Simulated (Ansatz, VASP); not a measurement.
**Two plane-wave programs on Sc3Al**

```
CELL_PARAMETERS angstrom
4.43199 0.00000 0.00000
0.00000 4.43199 0.00000
0.00000 0.00000 4.43199
ATOMIC_POSITIONS crystal
Sc 0.50000 0.00000 0.50000
Sc 0.00000 0.50000 0.50000
Sc 0.50000 0.50000 0.00000
Al 0.00000 0.00000 0.00000
```

Alike in both runs: task single point; functional r2SCAN; k mesh 8 × 8 × 8; occupations gaussian, width 0.05 eV; no spin polarisation.

```csv
,VASP,Ansatz
version,VASP 6.6.1,Ansatz 0.2.0
potentials or method,"VASP PAW PBE potentials, release 64 (Sc_sv, Al), cutoff 520 eV","scalar-relativistic, plane waves, PAW"
valence electrons in the cell,36,36
```

Ansatz gave:

| Property | Result |
| --- | --- |
| gap on the k mesh at the Fermi level (eV) | none |
| pressure (GPa) | -0.3 |

Question: Estimate VASP's values.

Answer: gap on the k mesh at the Fermi level (eV): none; pressure (GPa): -0.1.

VASP's potentials were made for PBE, not for r2SCAN. A gap of «none» marks a metal or a gap that the smearing closes. With one functional, cell and mesh, what is left measures potentials, basis and numerics.
